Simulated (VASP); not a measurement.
Runs of VASP 6.6.1 on HgTe. The structure is that of space group F-43m (No. 216), or close to it. The cells are those of the table. 

```csv
task,cell,gap on the mesh (eV),pressure (GPa)
electric field gradients,"a = 4.574 Å, angles 60.0°, 2 atoms",none,(a)
single point,"a = 4.536, b = 4.536, c = 4.559 Å, angles 59.8, 59.8, 60.3°, 2 atoms",0.03,4.7
electric field gradients,"a = 4.536, b = 4.536, c = 4.559 Å, angles 59.8, 59.8, 60.3°, 2 atoms",0.03,4.7
electric field gradients,"a = 4.605, b = 4.605, c = 4.559 Å, angles 60.3, 60.3, 59.3°, 2 atoms",none,3.1
electric field gradients,"a = 4.589 Å, angles 60.0°, 2 atoms",none,3.1
electric field gradients,"a = 4.619 Å, angles 60.0°, 2 atoms",none,2.2
```

Alike in all rows: level PBE; potentials or basis VASP PAW PBE potentials, release 64 (Hg, Te); no spin polarisation; k mesh 11 × 11 × 11; cutoff (eV) 520; smearing fermi-dirac 0.03 eV.

Estimate the missing entries.

(a) 3.6.

Caveats: spin-orbit coupling is left out, which moves the levels of the heavy elements; the cell stands under pressure (at least some runs); semilocal functionals underestimate gaps, and a narrow one can read as zero (at least some runs); the smearing spreads over this small gap (at least some runs).

A k mesh can miss the band edges, and the runs leave out spin-orbit coupling on Hg, Te.

A gap of «none» marks levels without a gap at the run's occupations.
